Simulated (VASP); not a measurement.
## Br: single point with PBE

Crystal: Br.

```xyz
4
Lattice="3.2946 -2.2751 0.0000 3.2946 2.2751 0.0000 0.0000 0.0000 8.5247" Properties=species:S:1:pos:R:3 pbc="T T T"
Br    3.2946    0.6138    3.3255
Br    3.2946    1.6613    7.5878
Br    3.2946   -0.6138    5.1992
Br    3.2946   -1.6613    0.9369
```

```json
{
  "Program": "VASP 6.6.1",
  "Task": "single point",
  "Functional": "PBE",
  "Potentials or basis": "VASP PAW PBE potentials, release 64 (Br)",
  "Cutoff": "520 eV",
  "k mesh": "6 × 6 × 3",
  "Occupations": "fermi-dirac, width 0.05 eV",
  "Spin": "no spin polarisation",
  "Dipole correction": "no",
  "Further INCAR settings": "ALGO = Normal; EDIFF = 1e-06; NBANDS = 22"
}
```

| Item | Value |
| --- | --- |
| Pressure | 4.1 GPa |
| Largest force | 1.664 eV/Å |
| Band gap on the k mesh | 2.11 eV, indirect (least direct gap 2.12 eV) |

Forces on the atoms (eV/Å):
```
Br   0.000  0.877 -1.413
Br   0.000 -0.877 -1.413
Br   0.000 -0.877  1.413
Br   0.000  0.877  1.413
```

Stress tensor (GPa, compression positive):
```
1.71 0.00 0.00
0.00 3.38 0.00
0.00 0.00 7.19
```

Levels at points of the mesh, in eV from the valence-band top:
| k point | band 10 | band 11 | band 12 | band 13 | band 14 | band 15 | band 16 | band 17 | band 18 | band 19 |
| --- | --- | --- | --- | --- | --- | --- | --- | --- | --- | --- |
| (0.00, 0.00, 0.00) | -1.76 | -1.01 | -0.38 | -0.07 | -0.01 | 2.11 | 2.89 | 6.07 | 6.60 | 7.25 |
| (0.50, 0.00, 0.00) | -2.15 | -0.88 | -0.88 | -0.24 | -0.24 | 2.81 | 2.81 | 7.03 | 7.03 | 9.33 |
| (0.50, 0.50, 0.00) | -2.54 | -1.49 | -1.25 | -0.42 | 0.00 | 2.14 | 2.52 | 7.18 | 7.47 | 7.75 |

Wall time 63 s on 1 thread of Intel Xeon 6975P-C, with other jobs on the host, peak memory 0.24 GiB.

Caveat: forces of over 1 eV/Å act on the atoms, so gaps and moduli don't describe the material at rest. PBE gaps usually lie below the measured ones, often by a third to a half.
